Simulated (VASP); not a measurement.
Crystal: Te.

```
Te
1.0
     0.00000    3.23500    3.23500
     3.23500    0.00000    3.23500
     3.23500    3.23500    0.00000
Te
2
Cartesian
  6.4700 6.4700 6.4700
  1.6175 1.6175 1.6175
```

This isn't the form of Te at room conditions, which is trigonal, of chains.

```yaml
Program: VASP 6.6.1
Task: relaxation of cell and atoms
Functional: LDA
Potentials_or_basis: VASP PAW LDA potentials, release 64 (Te)
Cutoff: 500 eV
k_mesh: 6 × 6 × 6
Occupations: gaussian, width 0.05 eV
Spin: no spin polarisation
```

At the start: pressure 12.7 GPa; volume 33.86 Å³/atom.

**Question.** How do energy, volume and symmetry change on relaxing?

**Answer.** Over 4 steps the energy falls by 286.3 meV/atom and the volume is 43.05 Å³/atom (+27.2 %); space group Fd-3m (No. 227, to 0.1 Å) before and after.

Step by step:
```tsv
step	energy change (eV)	largest force (eV/Å)	pressure (GPa)	volume (Å³)
1	0.0000	0.0000	12.66	67.71
2	-0.4456	0.0000	-3.16	97.44
3	-0.5723	0.0000	0.19	85.51
4	-0.5726	0.0000	-0.03	86.09
```

Final structure:
```
Te
1.0
     0.00000    3.50467    3.50467
     3.50467    0.00000    3.50467
     3.50467    3.50467    0.00000
Te
2
Direct
  0.00000 0.00000 0.00000
  0.25000 0.25000 0.25000
```

Caveat: the volume moved by over 15 % at a fixed basis, so the end points are rough.
